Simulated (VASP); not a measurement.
# In3Se (Pm-3m) in VASP: notebook

Aim: see how the results for In3Se move with the level of theory and the settings. Levels: PBEsol, LDA, PBE, PBEsol+D3(BJ). Tasks: single point.

Everything below comes from runs of VASP 6.6.1. Logs are shortened: lines on timing, memory, paths and dates and some standing lists are left out, and cuts for length are marked.

## (1) The cell of the first run

Symmetry: Pm-3m, No. 221, cubic system. The conventional cell has a = 4.804 Å, b = 4.804 Å, c = 4.804 Å, α = 90.00°, β = 90.00°, γ = 90.00°. Within 4.5 Å of In (site symmetry 4/mmm) lie 8 In at 3.40 Å and 4 Se at 3.40 Å. Within 4.5 Å of Se (site symmetry m-3m) lie 12 In at 3.40 Å.

## (2) Single point, PBEsol

File INCAR:

```
PREC = Accurate ; ENCUT = 520
EDIFF = 1E-6 ; ISMEAR = -1
SIGMA = 0.05 ; LREAL = F
LASPH = T ; NELM = 100
ALGO = Normal ; ISIF = 2
LWAVE = F ; LCHARG = F
GGA = PS ; NBANDS = 30
```

File KPOINTS:

```
regular mesh
0
Gamma
  6 6 6
```

File POSCAR:

```
In3Se
1.0
    4.8037580000      0.0000000000      0.0000000000
    0.0000000000      4.8037580000      0.0000000000
    0.0000000000      0.0000000000      4.8037580000
In Se
3 1
Direct
    0.5000000000      0.5000000000      0.0000000000
    0.5000000000      0.0000000000      0.5000000000
    0.0000000000      0.5000000000      0.5000000000
    0.0000000000      0.0000000000      0.0000000000
```

Potentials or basis: VASP PAW PBE potentials, release 64 (In_d, Se).

Run with:

```
$ cat potpaw_PBE.64/In_d/POTCAR potpaw_PBE.64/Se/POTCAR > POTCAR
$ mpirun -np 1 vasp_std > vasp.out
```

OUTCAR:

```text
PREC = Accurate
   ENCUT = 520
   EDIFF = 1E-6
   ISMEAR = -1
   LREAL = F
   LASPH = T
   NELM = 100
   ISIF = 2
   GGA = PS

 ion  position               nearest neighbor table
   1  0.500  0.500  0.000-   2 3.40   3 3.40   4 3.40   2 3.40   3 3.40   2 3.40   4 3.40   2 3.40
                             3 3.40   4 3.40   3 3.40   4 3.40
   2  0.500  0.000  0.500-   1 3.40   3 3.40   4 3.40   1 3.40   4 3.40   1 3.40   3 3.40   1 3.40
                             3 3.40   4 3.40   4 3.40   3 3.40
   3  0.000  0.500  0.500-   1 3.40   2 3.40   4 3.40   1 3.40   4 3.40   2 3.40   4 3.40   4 3.40
                             1 3.40   2 3.40   1 3.40   2 3.40
   4  0.000  0.000  0.000-   1 3.40   2 3.40   3 3.40   2 3.40   3 3.40   1 3.40   3 3.40   3 3.40
                             1 3.40   2 3.40   2 3.40   1 3.40

  LATTYP: Found a simple cubic cell.
 ALAT       =     4.8037580000

  Lattice vectors:

 A1 = (   4.8037580000,   0.0000000000,   0.0000000000)
 A2 = (   0.0000000000,   4.8037580000,   0.0000000000)
 A3 = (   0.0000000000,   0.0000000000,   4.8037580000)

Analysis of symmetry for initial positions (statically):
=====================================================================
 Subroutine PRICEL returns:
 Original cell was already a primitive cell.

 Routine SETGRP: Setting up the symmetry group for a
 simple cubic supercell.

 Subroutine GETGRP returns: Found 48 space group operations
 (whereof 48 operations were pure point group operations)
 out of a pool of 48 trial point group operations.

The static configuration has the point symmetry O_h .

Analysis of symmetry for dynamics (positions and initial velocities):
=====================================================================
 Subroutine PRICEL returns:
 Original cell was already a primitive cell.

 Routine SETGRP: Setting up the symmetry group for a
 simple cubic supercell.

 Subroutine GETGRP returns: Found 48 space group operations
 (whereof 48 operations were pure point group operations)
 out of a pool of 48 trial point group operations.

The dynamic configuration has the point symmetry O_h .

 Subroutine INISYM returns: Found 48 space group operations
 (whereof 48 operations are pure point group operations),
 and found     1 'primitive' translations

----------------------------------------------------------------------------------------

                                     Primitive cell

  volume of cell :     110.8520

  direct lattice vectors                    reciprocal lattice vectors
     4.803758000  0.000000000  0.000000000     0.208170353  0.000000000  0.000000000
     0.000000000  4.803758000  0.000000000     0.000000000  0.208170353  0.000000000
     0.000000000  0.000000000  4.803758000     0.000000000  0.000000000  0.208170353

  length of vectors
     4.803758000  4.803758000  4.803758000     0.208170353  0.208170353  0.208170353

  position of ions in fractional coordinates (direct lattice)
     0.500000000  0.500000000  0.000000000
     0.500000000  0.000000000  0.500000000
     0.000000000  0.500000000  0.500000000
     0.000000000  0.000000000  0.000000000

  ion indices of the primitive-cell ions
   primitive index   ion index
                 1           1
                 2           2
                 3           3
                 4           4

----------------------------------------------------------------------------------------

 KPOINTS: regular mesh

Automatic generation of k-mesh.
 Grid dimensions read from file:
 generate k-points for:    6    6    6

 Generating k-lattice:

  Cartesian coordinates                     Fractional coordinates (reciprocal lattice)
     0.034695059  0.000000000  0.000000000     0.166666667  0.000000000  0.000000000
     0.000000000  0.034695059  0.000000000     0.000000000  0.166666667  0.000000000
     0.000000000  0.000000000  0.034695059     0.000000000  0.000000000  0.166666667

  Length of vectors
     0.034695059  0.034695059  0.034695059

  Shift w.r.t. Gamma in fractional coordinates (k-lattice)
     0.000000000  0.000000000  0.000000000

 Subroutine IBZKPT returns following result:
 ===========================================

 Found     20 irreducible k-points:

 Following reciprocal coordinates:
            Coordinates               Weight
  0.000000  0.000000  0.000000      1.000000
  0.166667  0.000000  0.000000      6.000000
  0.333333  0.000000  0.000000      6.000000
  0.500000  0.000000  0.000000      3.000000
  0.166667  0.166667  0.000000     12.000000
  0.333333  0.166667  0.000000     24.000000
[... 12 lines left out ...]
  0.500000  0.500000  0.333333      6.000000
  0.500000  0.500000  0.500000      1.000000
   k-points           NKPTS =     20   k-points in BZ     NKDIM =     20   number of bands    NBANDS=     30
   number of dos      NEDOS =    301   number of ions     NIONS =      4
   total plane-waves  NPLWV =  46656
   dimension x,y,z NGX =    36 NGY =   36 NGZ =   36
   dimension x,y,z NGXF=    72 NGYF=   72 NGZF=   72
   ions per type =               3   1
   NGX,Y,Z   is equivalent  to a cutoff of  12.46, 12.46, 12.46 a.u.
   NGXF,Y,Z  is equivalent  to a cutoff of  24.92, 24.92, 24.92 a.u.
 SYSTEM =  unknown system
   PREC   = accura    normal or accurate (medium, high low for compatibility)
   ISTART =      0    job   : 0-new  1-cont  2-samecut
   ICHARG =      2    charge: 1-file 2-atom 10-const
   ISPIN  =      1    spin polarized calculation?
   LNONCOLLINEAR =      F non collinear calculations
   LSORBIT =      F    spin-orbit coupling
   LASPH  =      T    aspherical Exc in radial PAW
   ENCUT  =  520.0 eV  38.22 Ry    6.18 a.u.   8.93  8.93  8.93*2*pi/ulx,y,z
   NELM   =    100;   NELMIN=  2; NELMDL= -5     # of ELM steps
   EDIFF  = 0.1E-05   stopping-criterion for ELM
   LREAL  =      F    real-space projection
   EDIFFG = 0.1E-04   stopping-criterion for IOM
   NSW    =      0    number of steps for IOM
   IBRION =     -1    ionic relax: 0-MD 1-quasi-New 2-CG
   NFREE  =      0    steps in history (QN), initial steepest desc. (CG)
   ISIF   =      2    stress and relaxation
   ISYM   =      2    0-nonsym 1-usesym 2-fastsym
   POTIM  = 0.5000    time-step for ionic-motion
   TEBEG  =    0.0;   TEEND  =   0.0 temperature during run
   PSTRESS=    0.0 pullay stress
   NELECT =      45.0000    total number of electrons
   NUPDOWN=      -1.0000    fix difference up-down
   EMIN   =  10.00;   EMAX   =-10.00  energy-range for DOS
   EFERMI =   0.00;   METHOD = LEGACY
   ISMEAR =    -1;   SIGMA  =   0.05  broadening in eV -4-tet -1-fermi 0-gaus
   EFERMI_NEDOS =   21; number of points for ismear=-14 and -15
   IALGO  =     38    algorithm
   IMIX   =      4    mixing-type and parameters
     AMIX     =   0.40;   BMIX     =  1.00
     AMIX_MAG =   1.60;   BMIX_MAG =  1.00
  volume/ion in A,a.u.               =      27.71       187.02
  Fermi-wavevector in a.u.,A,eV,Ry     =   1.212173  2.290675 19.991897  1.469363
  Thomas-Fermi vector in A             =   2.347665
   LORBIT       =      0    0 simple, 1 ext, 2 COOP (PROOUT), +10 PAW based schemes
   GGA     = PS    functional components
   LHFCALC =     F    Hartree Fock is set to
   AEXX    =    0.0000 exact exchange contribution
   IVDW    =     0    specifies the selected vdW correction
   LEPSILON=     F    determine dielectric tensor
   LRPA    =     F    only Hartree local field effects (RPA)
 non-spin polarized calculation
  energy-cutoff  :      520.00
  volume of cell :      110.85
 maximum number of plane-waves:      3016
 NGX is ok and might be reduce to    36
   NGX = 17   NGY = 17   NGZ = 17

 number of electron      45.0000024 magnetization

 Free energy of the ion-electron system (eV)
  ---------------------------------------------------
  ext. energy  EPLUGINS =         0.00000000
  ---------------------------------------------------
  free energy    TOTEN  =       -13.15899815 eV

  energy without entropy =      -13.14652782  energy(sigma->0) =      -13.15276298

 E-fermi :   5.8626     XC(G=0):  -9.8996

 val. band max:        5.6859444815   @ k =   0.5000   0.0000   0.0000
 cond. band min:       5.9082353991   @ k =   0.5000   0.1667   0.0000
 fundamental gap:      0.2222909176
 Fermi energy:         5.8625671913

 k-point     1 :       0.0000    0.0000    0.0000
  band No.  band energies     occupation
      1      -8.8956      2.00000
      2      -8.8899      2.00000
      3      -8.8899      2.00000
      4      -8.8899      2.00000
      5      -8.7703      2.00000
      6      -8.7703      2.00000
[... 22 lines left out ...]
     29      11.0439      0.00000
     30      12.6111      0.00000

 k-point     2 :       0.1667    0.0000    0.0000
  band No.  band energies     occupation
      1      -8.8857      2.00000
      2      -8.8724      2.00000
      3      -8.8653      2.00000
      4      -8.8653      2.00000
      5      -8.7673      2.00000
      6      -8.7543      2.00000
[... 22 lines left out ...]
     29      11.7196      0.00000
     30      12.7495      0.00000

 k-point     3 :       0.3333    0.0000    0.0000
  band No.  band energies     occupation
      1      -8.8767      2.00000
      2      -8.8147      2.00000
      3      -8.7973      2.00000
      4      -8.7973      2.00000
      5      -8.7596      2.00000
      6      -8.7141      2.00000
[... 22 lines left out ...]
     29      11.6081      0.00000
     30      12.2035      0.00000

 k-point     4 :       0.5000    0.0000    0.0000
  band No.  band energies     occupation
      1      -8.8719      2.00000
      2      -8.7780      2.00000
      3      -8.7437      2.00000
      4      -8.7221      2.00000
      5      -8.7221      2.00000
      6      -8.6836      2.00000
[... 484 lines left out ...]
     29      12.6250      0.00000
     30      12.6386      0.00000

 k-point    19 :       0.5000    0.5000    0.3333
  band No.  band energies     occupation
      1      -8.8686      2.00000
      2      -8.7907      2.00000
      3      -8.7907      2.00000
      4      -8.7888      2.00000
      5      -8.7663      2.00000
      6      -8.7663      2.00000
[... 22 lines left out ...]
     29      12.7955      0.00000
     30      13.7172      0.00000

 k-point    20 :       0.5000    0.5000    0.5000
  band No.  band energies     occupation
      1      -8.8953      2.00000
      2      -8.7998      2.00000
      3      -8.7998      2.00000
      4      -8.7998      2.00000
      5      -8.7737      2.00000
      6      -8.7737      2.00000
[... 22 lines left out ...]
     29      13.7474      0.00000
     30      14.0880      0.00000

------------------------ aborting loop because EDIFF is reached ----------------------------------------

  FORCE on cell =-STRESS in cart. coord.  units (eV):
  Direction    XX          YY          ZZ          XY          YZ          ZX
  --------------------------------------------------------------------------------------
  -------------------------------------------------------------------------------------
  Total       -2.0603775     -2.0603775     -2.0603775     -0.0000000      0.0000000     -0.0000000
  in kB      -29.7792684    -29.7792684    -29.7792684     -0.0000000      0.0000000     -0.0000000
  external PRESSURE =     -29.7792684 kB  Pullay stress =       0.0000000 kB

 VOLUME and BASIS-vectors are now :
 -----------------------------------------------------------------------------
  energy-cutoff  :      520.00
  volume of cell :      110.85
      direct lattice vectors                 reciprocal lattice vectors
     4.803758000  0.000000000  0.000000000     0.208170353  0.000000000  0.000000000
     0.000000000  4.803758000  0.000000000     0.000000000  0.208170353  0.000000000
     0.000000000  0.000000000  4.803758000     0.000000000  0.000000000  0.208170353

 POSITION                                       TOTAL-FORCE (eV/Angst)
 -----------------------------------------------------------------------------------
      2.40188      2.40188      0.00000         0.000000      0.000000      0.000000
      2.40188      0.00000      2.40188         0.000000      0.000000      0.000000
      0.00000      2.40188      2.40188         0.000000      0.000000      0.000000
      0.00000      0.00000      0.00000         0.000000      0.000000      0.000000
 -----------------------------------------------------------------------------------
    total drift:                                0.000000      0.000000      0.000000

  FREE ENERGIE OF THE ION-ELECTRON SYSTEM (eV)
  ---------------------------------------------------
  free  energy   TOTEN  =       -13.1589981491 eV

  energy  without entropy=      -13.1465278176  energy(sigma->0) =      -13.15276298
```

Wall time 50 s (1 thread of AMD EPYC 7R43 (Zen 3), shared host); peak memory 0.19 GiB.

Results:

| Item | Value |
| --- | --- |
| Free energy | -13.1590 eV |
| Pressure | -3.0 GPa |

Caveat: the PAW data sets were made with another functional, which shifts forces and pressure a little; spin-orbit coupling is left out, which moves the levels of the heavy elements.

## (3) Single point, LDA

File INCAR:

```
SYSTEM = In3Se
PREC = Accurate
ENCUT = 520
EDIFF = 1E-6
ISMEAR = -1
SIGMA = 0.05
LREAL = .FALSE.
LASPH = .TRUE.
NELM = 100
ALGO = Normal
ISIF = 2
LWAVE = .FALSE.
LCHARG = .FALSE.
GGA = CA
NBANDS = 30
```

File KPOINTS:

```
regular mesh
0
G
  6 6 6
  0 0 0
```

POSCAR is that of step 2.

Potentials or basis: VASP PAW LDA potentials, release 64 (In_d, Se).

Run with:

```
$ cat potpaw_LDA.64/In_d/POTCAR potpaw_LDA.64/Se/POTCAR > POTCAR
$ mpirun -np 1 vasp_std > vasp.out
```

OUTCAR:

```text
SYSTEM = In3Se
   PREC = Accurate
   ENCUT = 520
   EDIFF = 1E-6
   ISMEAR = -1
   LREAL = .FALSE.
   LASPH = .TRUE.
   NELM = 100
   ISIF = 2
   GGA = CA

 ion  position               nearest neighbor table
   1  0.500  0.500  0.000-   2 3.40   3 3.40   4 3.40   2 3.40   3 3.40   2 3.40   4 3.40   2 3.40
                             3 3.40   4 3.40   3 3.40   4 3.40
   2  0.500  0.000  0.500-   1 3.40   3 3.40   4 3.40   1 3.40   4 3.40   1 3.40   3 3.40   1 3.40
                             3 3.40   4 3.40   4 3.40   3 3.40
   3  0.000  0.500  0.500-   1 3.40   2 3.40   4 3.40   1 3.40   4 3.40   2 3.40   4 3.40   4 3.40
                             1 3.40   2 3.40   1 3.40   2 3.40
   4  0.000  0.000  0.000-   1 3.40   2 3.40   3 3.40   2 3.40   3 3.40   1 3.40   3 3.40   3 3.40
                             1 3.40   2 3.40   2 3.40   1 3.40

  LATTYP: Found a simple cubic cell.
 ALAT       =     4.8037580000

  Lattice vectors:

 A1 = (   4.8037580000,   0.0000000000,   0.0000000000)
 A2 = (   0.0000000000,   4.8037580000,   0.0000000000)
 A3 = (   0.0000000000,   0.0000000000,   4.8037580000)

Analysis of symmetry for initial positions (statically):
=====================================================================
 Subroutine PRICEL returns:
 Original cell was already a primitive cell.

 Routine SETGRP: Setting up the symmetry group for a
 simple cubic supercell.

 Subroutine GETGRP returns: Found 48 space group operations
 (whereof 48 operations were pure point group operations)
 out of a pool of 48 trial point group operations.

The static configuration has the point symmetry O_h .

Analysis of symmetry for dynamics (positions and initial velocities):
=====================================================================
 Subroutine PRICEL returns:
 Original cell was already a primitive cell.

[... 121 lines left out ...]
   ISMEAR =    -1;   SIGMA  =   0.05  broadening in eV -4-tet -1-fermi 0-gaus
   EFERMI_NEDOS =   21; number of points for ismear=-14 and -15
   IALGO  =     38    algorithm
   IMIX   =      4    mixing-type and parameters
     AMIX     =   0.40;   BMIX     =  1.00
     AMIX_MAG =   1.60;   BMIX_MAG =  1.00
  volume/ion in A,a.u.               =      27.71       187.02
  Fermi-wavevector in a.u.,A,eV,Ry     =   1.212173  2.290675 19.991897  1.469363
  Thomas-Fermi vector in A             =   2.347665
   LORBIT       =      0    0 simple, 1 ext, 2 COOP (PROOUT), +10 PAW based schemes
   GGA     = CA    functional components
   LHFCALC =     F    Hartree Fock is set to
   AEXX    =    0.0000 exact exchange contribution
   IVDW    =     0    specifies the selected vdW correction
   LEPSILON=     F    determine dielectric tensor
   LRPA    =     F    only Hartree local field effects (RPA)
 non-spin polarized calculation
  energy-cutoff  :      520.00
  volume of cell :      110.85
 maximum number of plane-waves:      3016
 NGX is ok and might be reduce to    36
   NGX = 17   NGY = 17   NGZ = 17

 number of electron      45.0000022 magnetization

 Free energy of the ion-electron system (eV)
  ---------------------------------------------------
  ext. energy  EPLUGINS =         0.00000000
  ---------------------------------------------------
  free energy    TOTEN  =       -14.03195353 eV

  energy without entropy =      -14.01943573  energy(sigma->0) =      -14.02569463

 E-fermi :   5.7678     XC(G=0): -10.0194

 val. band max:        5.5988460394   @ k =   0.5000   0.0000   0.0000
 cond. band min:       5.8210221279   @ k =   0.5000   0.1667   0.0000
 fundamental gap:      0.2221760885
 Fermi energy:         5.7677767979

 k-point     1 :       0.0000    0.0000    0.0000
  band No.  band energies     occupation
      1      -8.9927      2.00000
      2      -8.9876      2.00000
      3      -8.9876      2.00000
      4      -8.9876      2.00000
      5      -8.8645      2.00000
      6      -8.8645      2.00000
[... 649 lines left out ...]
     29      13.6482      0.00000
     30      13.8881      0.00000

------------------------ aborting loop because EDIFF is reached ----------------------------------------

  FORCE on cell =-STRESS in cart. coord.  units (eV):
  Direction    XX          YY          ZZ          XY          YZ          ZX
  --------------------------------------------------------------------------------------
  -------------------------------------------------------------------------------------
  Total       -2.9673031     -2.9673031     -2.9673031      0.0000000      0.0000000     -0.0000000
  in kB      -42.8873426    -42.8873426    -42.8873426      0.0000000      0.0000000     -0.0000000
  external PRESSURE =     -42.8873426 kB  Pullay stress =       0.0000000 kB

 VOLUME and BASIS-vectors are now :
 -----------------------------------------------------------------------------
  energy-cutoff  :      520.00
  volume of cell :      110.85
      direct lattice vectors                 reciprocal lattice vectors
     4.803758000  0.000000000  0.000000000     0.208170353  0.000000000  0.000000000
     0.000000000  4.803758000  0.000000000     0.000000000  0.208170353  0.000000000
     0.000000000  0.000000000  4.803758000     0.000000000  0.000000000  0.208170353

 POSITION                                       TOTAL-FORCE (eV/Angst)
 -----------------------------------------------------------------------------------
      2.40188      2.40188      0.00000         0.000000      0.000000      0.000000
      2.40188      0.00000      2.40188         0.000000      0.000000      0.000000
      0.00000      2.40188      2.40188         0.000000      0.000000      0.000000
      0.00000      0.00000      0.00000         0.000000      0.000000      0.000000
 -----------------------------------------------------------------------------------
    total drift:                                0.000000      0.000000      0.000000

  FREE ENERGIE OF THE ION-ELECTRON SYSTEM (eV)
  ---------------------------------------------------
  free  energy   TOTEN  =       -14.0319535293 eV

  energy  without entropy=      -14.0194357349  energy(sigma->0) =      -14.02569463
```

stdout:

```text
POSCAR found type information on POSCAR InSe
 POSCAR found :  2 types and       4 ions
 scaLAPACK will be used
 LDA part: xc-table for (Slater(with rela. corr.)+CA(PZ))
 , standard interpolation
 POSCAR, INCAR and KPOINTS ok, starting setup
 FFT: planning ... GRIDC
 FFT: planning ... GRID_SOFT
 FFT: planning ... GRID
 WAVECAR not read
 entering main loop
```

Wall time 45 s (1 thread of AMD EPYC 7R43 (Zen 3), shared host); peak memory 0.16 GiB.

What came out:

* Free energy: -14.0320 eV
* Pressure: -4.3 GPa

Caveat: spin-orbit coupling is left out, which moves the levels of the heavy elements.

[end of part 1 of 2]
